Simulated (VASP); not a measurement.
# Zr3SiO (P4/mmm) in VASP: single point with PBE

Aim: the single point of Zr3SiO with PBE.

All numbers are computed with VASP 6.6.1; they aren't measurements. Logs are shortened: lines on timing, memory, paths and dates and some standing lists are left out, and cuts for length are marked.

## (1) The cell of the first run

The structure is tetragonal, space group P4/mmm (No. 123). The conventional cell has a = 3.064 Å, b = 3.064 Å, c = 10.159 Å, α = 90.00°, β = 90.00°, γ = 90.00°. Zr (site symmetry 4/mmm) has 4 O at 2.17 Å within 2.9 Å. Within 3.7 Å of Zr (site symmetry 4mm) lie 4 Si at 2.81 Å and 6 Zr at 3.06 to 3.57 Å. Within 3.7 Å of Si (site symmetry 4/mmm) lie 8 Zr at 2.81 Å and 4 Si at 3.06 Å. Within 2.9 Å of O (site symmetry 4/mmm) lie 4 Zr at 2.17 Å.

The cell was built from a structure type or drawn by symmetry, and may not be a known phase.

## (2) Single point, PBE, collinear spin

The input, INCAR:

```
SYSTEM = Zr3SiO
PREC = Accurate
ENCUT = 520
EDIFF = 1E-6
ISMEAR = 0
SIGMA = 0.1
LREAL = .FALSE.
LASPH = .TRUE.
NELM = 150
ALGO = Normal
ISIF = 2
LWAVE = .FALSE.
LCHARG = .FALSE.
ISPIN = 2
MAGMOM = 1 1 1 0 0
LORBIT = 11
LMAXMIX = 4
GGA = PE
NBANDS = 35
```

The input, KPOINTS:

```
regular mesh
0
G
  6 6 2
  0 0 0
```

The input, POSCAR:

```
Zr3SiO
1.0
    3.0639450906      0.0000000000      0.0000000000
    0.0000000000      3.0639450906      0.0000000000
    0.0000000000      0.0000000000     10.1591562036
Zr Si O
3 1 1
Direct
    0.0000000000      0.0000000000      0.0000000000
    0.0000000000      0.0000000000      0.3243180869
    0.0000000000      0.0000000000      0.6756819131
    0.5000000000      0.5000000000      0.5000000000
    0.5000000000      0.5000000000      0.0000000000
```

Potentials or basis: VASP PAW PBE potentials, release 64 (Zr_sv, Si, O).

Launch:

```bash
$ cat potpaw_PBE.64/Zr_sv/POTCAR potpaw_PBE.64/Si/POTCAR potpaw_PBE.64/O/POTCAR > POTCAR
$ mpirun -np 1 vasp_std > vasp.out
```

OUTCAR:

```text
SYSTEM = Zr3SiO
   PREC = Accurate
   ENCUT = 520
   EDIFF = 1E-6
   ISMEAR = 0
   LREAL = .FALSE.
   LASPH = .TRUE.
   NELM = 150
   ISIF = 2
   ISPIN = 2
   LORBIT = 11
   GGA = PE

 ion  position               nearest neighbor table
   1  0.000  0.000  0.000-   5 2.17   5 2.17   5 2.17   5 2.17   2 3.29   3 3.29
   2  0.000  0.000  0.324-   4 2.81   4 2.81   4 2.81   4 2.81   1 3.29   3 3.57
   3  0.000  0.000  0.676-   4 2.81   4 2.81   4 2.81   4 2.81   1 3.29   2 3.57
   4  0.500  0.500  0.500-   2 2.81   3 2.81   2 2.81   3 2.81   2 2.81   3 2.81   2 2.81   3 2.81

   5  0.500  0.500  0.000-   1 2.17   1 2.17   1 2.17   1 2.17

  LATTYP: Found a simple tetragonal cell.
 ALAT       =     3.0639450906
 C/A-ratio  =     3.3157109227

  Lattice vectors:

 A1 = (   3.0639450906,   0.0000000000,   0.0000000000)
 A2 = (   0.0000000000,   3.0639450906,   0.0000000000)
 A3 = (   0.0000000000,   0.0000000000,  10.1591562036)

Analysis of symmetry for initial positions (statically):
=====================================================================
 Subroutine PRICEL returns:
 Original cell was already a primitive cell.

 Routine SETGRP: Setting up the symmetry group for a
 simple tetragonal supercell.

 Subroutine GETGRP returns: Found 16 space group operations
 (whereof 16 operations were pure point group operations)
 out of a pool of 16 trial point group operations.

The static configuration has the point symmetry D_4h.

Analysis of symmetry for dynamics (positions and initial velocities):
=====================================================================
 Subroutine PRICEL returns:
 Original cell was already a primitive cell.

 Routine SETGRP: Setting up the symmetry group for a
 simple tetragonal supercell.

 Subroutine GETGRP returns: Found 16 space group operations
 (whereof 16 operations were pure point group operations)
 out of a pool of 16 trial point group operations.

The dynamic configuration has the point symmetry D_4h.

Analysis of structural, dynamic, and magnetic symmetry:
=====================================================================
 Subroutine PRICEL returns:
 Original cell was already a primitive cell.

 Routine SETGRP: Setting up the symmetry group for a
 simple tetragonal supercell.

 Subroutine GETGRP returns: Found 16 space group operations
 (whereof 16 operations were pure point group operations)
 out of a pool of 16 trial point group operations.

The overall configuration has the point symmetry D_4h.

 Subroutine INISYM returns: Found 16 space group operations
 (whereof 16 operations are pure point group operations),
 and found     1 'primitive' translations

----------------------------------------------------------------------------------------

                                     Primitive cell

  volume of cell :      95.3717

  direct lattice vectors                    reciprocal lattice vectors
     3.063945091  0.000000000  0.000000000     0.326376606  0.000000000  0.000000000
     0.000000000  3.063945091  0.000000000     0.000000000  0.326376606  0.000000000
     0.000000000  0.000000000 10.159156204     0.000000000  0.000000000  0.098433372

  length of vectors
     3.063945091  3.063945091 10.159156204     0.326376606  0.326376606  0.098433372

  position of ions in fractional coordinates (direct lattice)
     0.000000000  0.000000000  0.000000000
     0.000000000  0.000000000  0.324318087
     0.000000000  0.000000000  0.675681913
     0.500000000  0.500000000  0.500000000
     0.500000000  0.500000000  0.000000000

  ion indices of the primitive-cell ions
   primitive index   ion index
                 1           1
                 2           2
                 3           3
                 4           4
                 5           5

----------------------------------------------------------------------------------------

 KPOINTS: regular mesh

Automatic generation of k-mesh.
 Grid dimensions read from file:
 generate k-points for:    6    6    2

 Generating k-lattice:

  Cartesian coordinates                     Fractional coordinates (reciprocal lattice)
     0.054396101  0.000000000  0.000000000     0.166666667  0.000000000  0.000000000
     0.000000000  0.054396101  0.000000000     0.000000000  0.166666667  0.000000000
     0.000000000  0.000000000  0.049216686     0.000000000  0.000000000  0.500000000

  Length of vectors
     0.054396101  0.054396101  0.049216686

  Shift w.r.t. Gamma in fractional coordinates (k-lattice)
     0.000000000  0.000000000  0.000000000

 Subroutine IBZKPT returns following result:
 ===========================================

 Found     20 irreducible k-points:

 Following reciprocal coordinates:
            Coordinates               Weight
  0.000000  0.000000  0.000000      1.000000
  0.166667  0.000000  0.000000      4.000000
  0.333333  0.000000  0.000000      4.000000
  0.500000  0.000000  0.000000      2.000000
  0.166667  0.166667  0.000000      4.000000
  0.333333  0.166667  0.000000      8.000000
[... 12 lines left out ...]
  0.500000  0.333333  0.500000      4.000000
  0.500000  0.500000  0.500000      1.000000
   k-points           NKPTS =     20   k-points in BZ     NKDIM =     20   number of bands    NBANDS=     35
   number of dos      NEDOS =    301   number of ions     NIONS =      5
   total plane-waves  NPLWV =  46080
   dimension x,y,z NGX =    24 NGY =   24 NGZ =   80
   dimension x,y,z NGXF=    48 NGYF=   48 NGZF=  160
   ions per type =               3   1   1
   NGX,Y,Z   is equivalent  to a cutoff of  13.02, 13.02, 13.09 a.u.
   NGXF,Y,Z  is equivalent  to a cutoff of  26.04, 26.04, 26.18 a.u.
 SYSTEM =  Zr3SiO
   PREC   = accura    normal or accurate (medium, high low for compatibility)
   ISTART =      0    job   : 0-new  1-cont  2-samecut
   ICHARG =      2    charge: 1-file 2-atom 10-const
   ISPIN  =      2    spin polarized calculation?
   LNONCOLLINEAR =      F non collinear calculations
   LSORBIT =      F    spin-orbit coupling
   LASPH  =      T    aspherical Exc in radial PAW
   ENCUT  =  520.0 eV  38.22 Ry    6.18 a.u.   5.70  5.70 18.89*2*pi/ulx,y,z
   NELM   =    150;   NELMIN=  2; NELMDL= -5     # of ELM steps
   EDIFF  = 0.1E-05   stopping-criterion for ELM
   LREAL  =      F    real-space projection
   EDIFFG = 0.1E-04   stopping-criterion for IOM
   NSW    =      0    number of steps for IOM
   IBRION =     -1    ionic relax: 0-MD 1-quasi-New 2-CG
   NFREE  =      0    steps in history (QN), initial steepest desc. (CG)
   ISIF   =      2    stress and relaxation
   ISYM   =      2    0-nonsym 1-usesym 2-fastsym
   POTIM  = 0.5000    time-step for ionic-motion
   TEBEG  =    0.0;   TEEND  =   0.0 temperature during run
   PSTRESS=    0.0 pullay stress
   NELECT =      46.0000    total number of electrons
   NUPDOWN=      -1.0000    fix difference up-down
   EMIN   =  10.00;   EMAX   =-10.00  energy-range for DOS
   EFERMI =   0.00;   METHOD = LEGACY
   ISMEAR =     0;   SIGMA  =   0.10  broadening in eV -4-tet -1-fermi 0-gaus
   EFERMI_NEDOS =   21; number of points for ismear=-14 and -15
   IALGO  =     38    algorithm
   IMIX   =      4    mixing-type and parameters
     AMIX     =   0.40;   BMIX     =  1.00
     AMIX_MAG =   1.60;   BMIX_MAG =  1.00
  volume/ion in A,a.u.               =      19.07       128.72
  Fermi-wavevector in a.u.,A,eV,Ry     =   1.283870  2.426162 22.426770  1.648321
  Thomas-Fermi vector in A             =   2.416097
   LORBIT       =     11    0 simple, 1 ext, 2 COOP (PROOUT), +10 PAW based schemes
   GGA     = PE    functional components
   LHFCALC =     F    Hartree Fock is set to
   AEXX    =    0.0000 exact exchange contribution
   IVDW    =     0    specifies the selected vdW correction
   LEPSILON=     F    determine dielectric tensor
   LRPA    =     F    only Hartree local field effects (RPA)
 spin polarized calculation
 Gauss-broadening in eV      SIGMA  =   0.10
  energy-cutoff  :      520.00
  volume of cell :       95.37
 maximum number of plane-waves:      2608
 NGX is ok and might be reduce to    24
   NGX = 11   NGY = 11   NGZ = 37

 number of electron      46.0000004 magnetization       0.0003661

 Free energy of the ion-electron system (eV)
  ---------------------------------------------------
  ext. energy  EPLUGINS =         0.00000000
  ---------------------------------------------------
  free energy    TOTEN  =       -40.28604561 eV

  energy without entropy =      -40.25333863  energy(sigma->0) =      -40.26969212

 E-fermi :   8.5071     XC(G=0): -10.8111

 val. band max:        8.5067802091   @ k =   0.1667   0.1667   0.0000
 cond. band min:       8.5366711930   @ k =   0.5000   0.1667   0.5000
 fundamental gap:      0.0298909839
 Fermi energy:         8.5070833550

 spin component 1

 k-point     1 :       0.0000    0.0000    0.0000
  band No.  band energies     occupation
      1     -41.0426      1.00000
      2     -40.3683      1.00000
      3     -40.3609      1.00000
      4     -19.0779      1.00000
      5     -18.7842      1.00000
      6     -18.7842      1.00000
[... 749 lines left out ...]
     34      13.8262      0.00000
     35      14.1420      0.00000
 Fermi energy:         8.5070833550

 spin component 2

 k-point     1 :       0.0000    0.0000    0.0000
  band No.  band energies     occupation
      1     -41.0426      1.00000
      2     -40.3682      1.00000
      3     -40.3608      1.00000
      4     -19.0779      1.00000
      5     -18.7842      1.00000
      6     -18.7842      1.00000
[... 749 lines left out ...]
     34      13.8263      0.00000
     35      14.1575      0.00000

------------------------ aborting loop because EDIFF is reached ----------------------------------------

  FORCE on cell =-STRESS in cart. coord.  units (eV):
  Direction    XX          YY          ZZ          XY          YZ          ZX
  --------------------------------------------------------------------------------------
  -------------------------------------------------------------------------------------
  Total       -0.0838082     -0.0838082     -0.0516266      0.0000000      0.0000000      0.0000000
  in kB       -1.4079187     -1.4079187     -0.8672899      0.0000000      0.0000000      0.0000000
  external PRESSURE =      -1.2277091 kB  Pullay stress =       0.0000000 kB

 VOLUME and BASIS-vectors are now :
 -----------------------------------------------------------------------------
  energy-cutoff  :      520.00
  volume of cell :       95.37
      direct lattice vectors                 reciprocal lattice vectors
     3.063945091  0.000000000  0.000000000     0.326376606  0.000000000  0.000000000
     0.000000000  3.063945091  0.000000000     0.000000000  0.326376606  0.000000000
     0.000000000  0.000000000 10.159156204     0.000000000  0.000000000  0.098433372

 POSITION                                       TOTAL-FORCE (eV/Angst)
 -----------------------------------------------------------------------------------
      0.00000      0.00000      0.00000         0.000000     -0.000000      0.000000
      0.00000      0.00000      3.29480         0.000000      0.000000     -0.057279
      0.00000      0.00000      6.86436        -0.000000      0.000000      0.057279
      1.53197      1.53197      5.07958         0.000000     -0.000000      0.000000
      1.53197      1.53197      0.00000         0.000000     -0.000000      0.000000
 -----------------------------------------------------------------------------------
    total drift:                                0.000000     -0.000000     -0.000000

  FREE ENERGIE OF THE ION-ELECTRON SYSTEM (eV)
  ---------------------------------------------------
  free  energy   TOTEN  =       -40.2860456081 eV

  energy  without entropy=      -40.2533386252  energy(sigma->0) =      -40.26969212

 total charge

# of ion       s       p       d       tot
------------------------------------------
    1        2.184   5.992   1.638   9.814
    2        2.207   5.949   1.741   9.897
    3        2.207   5.949   1.741   9.897
    4        0.765   0.857   0.000   1.622
    5        1.567   3.480   0.000   5.047
--------------------------------------------------
tot          8.930  22.228   5.119  36.278

 magnetization (x)

# of ion       s       p       d       tot
------------------------------------------
    1       -0.000   0.000  -0.000  -0.000
    2        0.000   0.000   0.000   0.000
    3        0.000   0.000   0.000   0.000
    4       -0.000  -0.000   0.000  -0.000
    5       -0.000   0.000   0.000   0.000
--------------------------------------------------
tot          0.000   0.000   0.000   0.000
```

Wall time 72 s (1 thread of Intel Xeon 6975P-C (Granite Rapids), shared host); peak memory 0.28 GiB.

Results:

* Free energy: -40.2860 eV
* Pressure: -0.1 GPa
* Largest force: 0.057 eV/Å
* Band gap on the k mesh: zero (filled and empty bands overlap)
* Net moment: 0.00 μB per cell
* Valence electrons inside the program's atomic spheres: Zr 9.81, 9.90 (each value once); Si 1.62; O 5.05

Forces on the atoms (eV/Å):
```
Zr   0.000  0.000  0.000
Zr   0.000  0.000 -0.057
Zr   0.000  0.000  0.057
Si   0.000  0.000  0.000
O    0.000  0.000  0.000
```

Levels at points of the mesh, in eV from the Fermi level:
Spin up:
```csv
k point,band 20,band 21,band 22,band 23,band 24,band 25,band 26,band 27
"(0.00, 0.00, 0.00)",-2.19,-2.09,-1.72,-1.33,0.33,0.82,0.82,2.15
"(0.50, 0.00, 0.00)",-1.59,-0.81,-0.42,-0.34,0.17,1.01,1.30,1.79
"(0.50, 0.50, 0.00)",-3.70,-1.09,-1.09,-0.86,0.75,0.76,0.76,1.78
"(0.00, 0.00, 0.50)",-2.27,-2.17,-1.76,-1.30,0.05,0.77,0.77,2.06
"(0.50, 0.00, 0.50)",-1.71,-0.70,-0.57,-0.18,0.03,1.01,1.61,1.79
"(0.50, 0.50, 0.50)",-3.78,-0.68,-0.68,-0.45,-0.06,-0.06,0.43,0.82
```
Spin down:
```csv
k point,band 20,band 21,band 22,band 23,band 24,band 25,band 26,band 27
"(0.00, 0.00, 0.00)",-2.19,-2.09,-1.72,-1.33,0.33,0.82,0.82,2.15
"(0.50, 0.00, 0.00)",-1.59,-0.81,-0.42,-0.34,0.17,1.01,1.30,1.79
"(0.50, 0.50, 0.00)",-3.70,-1.09,-1.09,-0.86,0.75,0.76,0.76,1.78
"(0.00, 0.00, 0.50)",-2.27,-2.17,-1.76,-1.30,0.05,0.77,0.77,2.06
"(0.50, 0.00, 0.50)",-1.71,-0.70,-0.57,-0.18,0.03,1.01,1.61,1.79
"(0.50, 0.50, 0.50)",-3.78,-0.68,-0.68,-0.45,-0.06,-0.06,0.43,0.82
```
